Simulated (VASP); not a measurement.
Runs of VASP 6.6.1 on Hf. The structure is that of space group Im-3m (No. 229), or close to it. The cells are those of the table. 

```tsv
task	cell	cutoff (eV)	gap on the mesh (eV)	pressure (GPa)
relaxation of cell and atoms	relaxed to 74 GPa from a = 2.696 Å, angles 109.5°, 1 atom	600	none	74.0
single point	a = 2.696 Å, angles 109.5°, 1 atom	520	none	73.3
single point	a = 2.697 Å, angles 109.5°, 1 atom	520	none	(a)
relaxation of cell and atoms	relaxed to 74 GPa from a = 2.714 Å, angles 109.5°, 1 atom	600	none	74.0
```

Alike in all rows: level PBE; potentials or basis VASP PAW PBE potentials, release 64 (Hf_pv); no spin polarisation; k mesh 17 × 17 × 17; smearing fermi-dirac 0.05 eV.

Task: Fill in the values left out.

Result: (a) 73.2.

Caveats: spin-orbit coupling is left out, which moves the levels of the heavy elements; the cell is relaxed towards a set pressure, so the enthalpy falls and the energy may rise (some runs).

A k mesh can miss the band edges, and the runs leave out spin-orbit coupling on Hf.

A gap of «none» marks levels without a gap at the run's occupations.
